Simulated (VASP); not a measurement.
# Co (P6_3/mmc) in VASP: single point with LDA

Aim: the single point of Co with LDA.

Program: VASP 6.6.1. These are calculated values, not measurements. Logs are shortened: lines on timing, memory, paths and dates and some standing lists are left out, and cuts for length are marked.

## 1. The cell of the first run

The structure is hexagonal, space group P6_3/mmc (No. 194). The conventional cell has a = 2.429 Å, b = 2.429 Å, c = 3.918 Å, α = 90.00°, β = 90.00°, γ = 120.00°. Within 3.2 Å of Co (site symmetry -6m2) lie 12 Co at 2.41 to 2.43 Å.

## 2. Single point, LDA, collinear spin, ferromagnetic start

The input, INCAR:

```
PREC = Accurate
ENCUT = 520
EDIFF = 1E-7
ISMEAR = 0
SIGMA = 0.1
LREAL = F
LASPH = T
NELM = 150
ALGO = Fast
ISIF = 2
LWAVE = F
LCHARG = F
ISPIN = 2
MAGMOM = 1.86 1.86
LORBIT = 11
LMAXMIX = 4
NBANDS = 20
```

The input, KPOINTS:

```
regular mesh
0
Gamma
  21 21 10
```

The input, POSCAR:

```
Co
1.0
    2.4293434492      0.0000000000      0.0000000000
   -1.2146717246      2.1038731415      0.0000000000
    0.0000000000      0.0000000000      3.9183771336
Co
2
Direct
    0.3333333333      0.6666666667      0.2500000000
    0.6666666667      0.3333333333      0.7500000000
```

Potentials or basis: VASP PAW LDA potentials, release 64 (Co).

Started as:

```
cat potpaw_LDA.64/Co/POTCAR > POTCAR
mpirun -np 1 vasp_std > vasp.out
```

OUTCAR:

```text
PREC = Accurate
   ENCUT = 520
   EDIFF = 1E-7
   ISMEAR = 0
   LREAL = F
   LASPH = T
   NELM = 150
   ISIF = 2
   ISPIN = 2
   LORBIT = 11

 ion  position               nearest neighbor table
   1  0.333  0.667  0.250-   2 2.41   2 2.41   2 2.41   2 2.41   2 2.41   2 2.41
   2  0.667  0.333  0.750-   1 2.41   1 2.41   1 2.41   1 2.41   1 2.41   1 2.41

  LATTYP: Found a hexagonal cell.
 ALAT       =     2.4293434492
 C/A-ratio  =     1.6129366701

  Lattice vectors:

 A1 = (   2.4293434492,   0.0000000000,   0.0000000000)
 A2 = (  -1.2146717246,   2.1038731415,   0.0000000000)
 A3 = (   0.0000000000,   0.0000000000,   3.9183771336)

Analysis of symmetry for initial positions (statically):
=====================================================================
 Subroutine PRICEL returns:
 Original cell was already a primitive cell.

 Routine SETGRP: Setting up the symmetry group for a
 hexagonal supercell.

 Subroutine GETGRP returns: Found 24 space group operations
 (whereof 12 operations were pure point group operations)
 out of a pool of 24 trial point group operations.

The static configuration has the point symmetry D_3d.
 The point group associated with its full space group is D_6h.

Analysis of symmetry for dynamics (positions and initial velocities):
=====================================================================
 Subroutine PRICEL returns:
 Original cell was already a primitive cell.

 Routine SETGRP: Setting up the symmetry group for a
 hexagonal supercell.

 Subroutine GETGRP returns: Found 24 space group operations
 (whereof 12 operations were pure point group operations)
 out of a pool of 24 trial point group operations.

The dynamic configuration has the point symmetry D_3d.
 The point group associated with its full space group is D_6h.

Analysis of structural, dynamic, and magnetic symmetry:
=====================================================================
 Subroutine PRICEL returns:
 Original cell was already a primitive cell.

 Routine SETGRP: Setting up the symmetry group for a
 hexagonal supercell.

 Subroutine GETGRP returns: Found 24 space group operations
 (whereof 12 operations were pure point group operations)
 out of a pool of 24 trial point group operations.

The overall configuration has the point symmetry D_3d.
 The point group associated with its full space group is D_6h.

 Subroutine INISYM returns: Found 24 space group operations
 (whereof 12 operations are pure point group operations),
 and found     1 'primitive' translations

----------------------------------------------------------------------------------------

                                     Primitive cell

  volume of cell :      20.0269

  direct lattice vectors                    reciprocal lattice vectors
     2.429343449  0.000000000  0.000000000     0.411633851  0.237656915  0.000000000
    -1.214671725  2.103873141  0.000000000     0.000000000  0.475313830  0.000000000
     0.000000000  0.000000000  3.918377134     0.000000000  0.000000000  0.255207696

  length of vectors
     2.429343449  2.429343449  3.918377134     0.475313830  0.475313830  0.255207696

  position of ions in fractional coordinates (direct lattice)
     0.333333333  0.666666667  0.250000000
     0.666666667  0.333333333  0.750000000

  ion indices of the primitive-cell ions
   primitive index   ion index
                 1           1
                 2           2

----------------------------------------------------------------------------------------

 KPOINTS: regular mesh

Automatic generation of k-mesh.
 Grid dimensions read from file:
 generate k-points for:   21   21   10

 Generating k-lattice:

  Cartesian coordinates                     Fractional coordinates (reciprocal lattice)
     0.019601612  0.011316996  0.000000000     0.047619048  0.000000000  0.000000000
     0.000000000  0.022633992  0.000000000     0.000000000  0.047619048  0.000000000
     0.000000000  0.000000000  0.025520770     0.000000000  0.000000000  0.100000000

  Length of vectors
     0.022633992  0.022633992  0.025520770

  Shift w.r.t. Gamma in fractional coordinates (k-lattice)
     0.000000000  0.000000000  0.000000000

 Subroutine IBZKPT returns following result:
 ===========================================

 Found    288 irreducible k-points:

 Following reciprocal coordinates:
            Coordinates               Weight
  0.000000  0.000000  0.000000      1.000000
  0.047619  0.000000  0.000000      6.000000
  0.095238  0.000000  0.000000      6.000000
  0.142857  0.000000  0.000000      6.000000
  0.190476  0.000000  0.000000      6.000000
  0.238095  0.000000  0.000000      6.000000
[... 16 lines left out ...]
  0.142857  0.095238  0.000000     12.000000
  0.190476  0.095238  0.000000     12.000000
 [... further k-points ...]
   k-points           NKPTS =    288   k-points in BZ     NKDIM =    288   number of bands    NBANDS=     20
   number of dos      NEDOS =    301   number of ions     NIONS =      2
   total plane-waves  NPLWV =   9720
   dimension x,y,z NGX =    18 NGY =   18 NGZ =   30
   dimension x,y,z NGXF=    36 NGYF=   36 NGZF=   60
   ions per type =               2
   NGX,Y,Z   is equivalent  to a cutoff of  12.32, 12.32, 12.73 a.u.
   NGXF,Y,Z  is equivalent  to a cutoff of  24.64, 24.64, 25.46 a.u.
 SYSTEM =  unknown system
   PREC   = accura    normal or accurate (medium, high low for compatibility)
   ISTART =      0    job   : 0-new  1-cont  2-samecut
   ICHARG =      2    charge: 1-file 2-atom 10-const
   ISPIN  =      2    spin polarized calculation?
   LNONCOLLINEAR =      F non collinear calculations
   LSORBIT =      F    spin-orbit coupling
   LASPH  =      T    aspherical Exc in radial PAW
   ENCUT  =  520.0 eV  38.22 Ry    6.18 a.u.   4.52  4.52  7.29*2*pi/ulx,y,z
   NELM   =    150;   NELMIN=  2; NELMDL= -5     # of ELM steps
   EDIFF  = 0.1E-06   stopping-criterion for ELM
   LREAL  =      F    real-space projection
   EDIFFG = 0.1E-05   stopping-criterion for IOM
   NSW    =      0    number of steps for IOM
   IBRION =     -1    ionic relax: 0-MD 1-quasi-New 2-CG
   NFREE  =      0    steps in history (QN), initial steepest desc. (CG)
   ISIF   =      2    stress and relaxation
   ISYM   =      2    0-nonsym 1-usesym 2-fastsym
   POTIM  = 0.5000    time-step for ionic-motion
   TEBEG  =    0.0;   TEEND  =   0.0 temperature during run
   PSTRESS=    0.0 pullay stress
   NELECT =      18.0000    total number of electrons
   NUPDOWN=      -1.0000    fix difference up-down
   EMIN   =  10.00;   EMAX   =-10.00  energy-range for DOS
   EFERMI =   0.00;   METHOD = LEGACY
   ISMEAR =     0;   SIGMA  =   0.10  broadening in eV -4-tet -1-fermi 0-gaus
   EFERMI_NEDOS =   21; number of points for ismear=-14 and -15
   IALGO  =     68    algorithm
   IMIX   =      4    mixing-type and parameters
     AMIX     =   0.40;   BMIX     =  1.00
     AMIX_MAG =   1.60;   BMIX_MAG =  1.00
  volume/ion in A,a.u.               =      10.01        67.57
  Fermi-wavevector in a.u.,A,eV,Ry     =   1.579892  2.985563 33.960946  2.496059
  Thomas-Fermi vector in A             =   2.680203
   LORBIT       =     11    0 simple, 1 ext, 2 COOP (PROOUT), +10 PAW based schemes
   GGA     = CA    functional components
   LHFCALC =     F    Hartree Fock is set to
   AEXX    =    0.0000 exact exchange contribution
   IVDW    =     0    specifies the selected vdW correction
   LEPSILON=     F    determine dielectric tensor
   LRPA    =     F    only Hartree local field effects (RPA)
 spin polarized calculation
 RMM-DIIS sequential band-by-band and
 Gauss-broadening in eV      SIGMA  =   0.10
  energy-cutoff  :      520.00
  volume of cell :       20.03
 maximum number of plane-waves:       557
 NGX is ok and might be reduce to    18
   NGX =  9   NGY =  9   NGZ = 15

 number of electron      17.9999991 magnetization       2.9939098

 Free energy of the ion-electron system (eV)
  ---------------------------------------------------
  ext. energy  EPLUGINS =         0.00000000
  ---------------------------------------------------
  free energy    TOTEN  =       -16.25556777 eV

  energy without entropy =      -16.24683319  energy(sigma->0) =      -16.25120048

 E-fermi :  11.0670     XC(G=0): -14.2147

 val. band max:       11.0658732094   @ k =   0.2381   0.0476   0.5000
 cond. band min:      11.0697477704   @ k =   0.1429   0.0476   0.2000
 fundamental gap:      0.0038745610
 Fermi energy:        11.0670368551

 spin component 1

 k-point     1 :       0.0000    0.0000    0.0000
  band No.  band energies     occupation
      1       1.7195      1.00000
      2       5.6505      1.00000
      3       8.5246      1.00000
      4       8.5371      1.00000
      5       8.5371      1.00000
      6       8.9040      1.00000
[... 12 lines left out ...]
     19      38.3445      0.00000
     20      38.3445      0.00000
[... 507 lines left out ...]
 k-point    24 :       0.1905    0.0952    0.0000
  band No.  band energies     occupation
      1       3.8862      1.00000
      2       6.6253      1.00000
      3       7.4877      1.00000
      4       7.5873      1.00000
      5       8.5686      1.00000
      6       8.6110      1.00000
[... 12 lines left out ...]
     19      37.4269      0.00000
     20      38.7823      0.00000

 [... further k-points ...]

 spin component 2

 k-point     1 :       0.0000    0.0000    0.0000
  band No.  band energies     occupation
      1       1.9053      1.00000
      2       6.5207      1.00000
      3       9.9080      1.00000
      4       9.9110      1.00000
      5       9.9110      1.00000
      6      10.3235      1.00000
[... 12 lines left out ...]
     19      38.7764      0.00000
     20      38.7764      0.00000
[... 507 lines left out ...]
 k-point    24 :       0.1905    0.0952    0.0000
  band No.  band energies     occupation
      1       4.1075      1.00000
      2       7.6432      1.00000
      3       8.4918      1.00000
      4       8.7823      1.00000
      5       9.8907      1.00000
      6       9.9841      1.00000
[... 12 lines left out ...]
     19      37.7785      0.00000
     20      39.2574      0.00000

 [... further k-points ...]

------------------------ aborting loop because EDIFF is reached ----------------------------------------

  FORCE on cell =-STRESS in cart. coord.  units (eV):
  Direction    XX          YY          ZZ          XY          YZ          ZX
  --------------------------------------------------------------------------------------
  -------------------------------------------------------------------------------------
  Total       -0.1237796     -0.1237796     -0.1590077      0.0000000     -0.0000000      0.0000000
  in kB       -9.9025030     -9.9025030    -12.7207908      0.0000000     -0.0000000      0.0000000
  external PRESSURE =     -10.8419323 kB  Pullay stress =       0.0000000 kB

 VOLUME and BASIS-vectors are now :
 -----------------------------------------------------------------------------
  energy-cutoff  :      520.00
  volume of cell :       20.03
      direct lattice vectors                 reciprocal lattice vectors
     2.429343449  0.000000000  0.000000000     0.411633851  0.237656915  0.000000000
    -1.214671725  2.103873141  0.000000000     0.000000000  0.475313830  0.000000000
     0.000000000  0.000000000  3.918377134     0.000000000  0.000000000  0.255207696

 POSITION                                       TOTAL-FORCE (eV/Angst)
 -----------------------------------------------------------------------------------
     -0.00000      1.40258      0.97959         0.000000     -0.000000      0.000000
      1.21467      0.70129      2.93878        -0.000000      0.000000      0.000000
 -----------------------------------------------------------------------------------
    total drift:                                0.000000     -0.000000     -0.000000

  FREE ENERGIE OF THE ION-ELECTRON SYSTEM (eV)
  ---------------------------------------------------
  free  energy   TOTEN  =       -16.2555677687 eV

  energy  without entropy=      -16.2468331938  energy(sigma->0) =      -16.25120048

 total charge

# of ion       s       p       d       tot
------------------------------------------
    1        0.523   0.589   7.337   8.450
    2        0.523   0.589   7.337   8.450
--------------------------------------------------
tot          1.046   1.178  14.675  16.899

 magnetization (x)

# of ion       s       p       d       tot
------------------------------------------
    1       -0.013  -0.040   1.544   1.490
    2       -0.013  -0.040   1.544   1.490
--------------------------------------------------
tot         -0.027  -0.080   3.087   2.981
```

Run time: 2.5 min. Hardware: 1 thread of AMD EPYC 9R14 (Zen 4), shared host; peak memory 0.22 GiB.

What came out:

```yaml
Free_energy: -16.2556 eV
Pressure: -1.1 GPa
Net_moment: 2.99 μB per cell
Site_moments: Co +1.49 μB
Valence_electrons_inside_the_program's_atomic_spheres: Co 8.45
```

Stress tensor (GPa, compression positive):
```
-0.99  0.00  0.00
 0.00 -0.99  0.00
 0.00  0.00 -1.27
```
